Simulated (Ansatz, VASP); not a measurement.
# TiZn3: VASP beside Ansatz

```
Ti Zn
1.0
     3.93220    0.00000    0.00000
     0.00000    3.93220    0.00000
     0.00000    0.00000    3.93220
Ti Zn
1 3
Cartesian
  0.0000 0.0000 0.0000
  0.0000 1.9661 1.9661
  1.9661 0.0000 1.9661
  1.9661 1.9661 0.0000
```

Alike in both runs: task electric field gradients; functional LDA; k mesh 9 × 9 × 9; occupations fermi-dirac, width 0.05 eV; no spin polarisation.

```csv
,VASP,Ansatz
version,VASP 6.6.1,Ansatz 0.2.0
potentials or method,"VASP PAW LDA potentials, release 64 (Ti_sv, Zn), cutoff 520 eV","all-electron PAW with datasets made for the crystal, scalar-relativistic"
```

VASP gave:

* pressure (GPa): -9.4
* size of Vzz on the site where it differs most (V/Å²): 40.0

Problem. What did Ansatz give for the same quantities?

Solution. Pressure (GPa): -9.9; size of Vzz on the site where it differs most (V/Å²): 40.2.

LDA's correlation is that of Perdew and Zunger in VASP and of Perdew and Wang (1992) in Ansatz. Ansatz ran all-electron here, and VASP with PAW potentials.
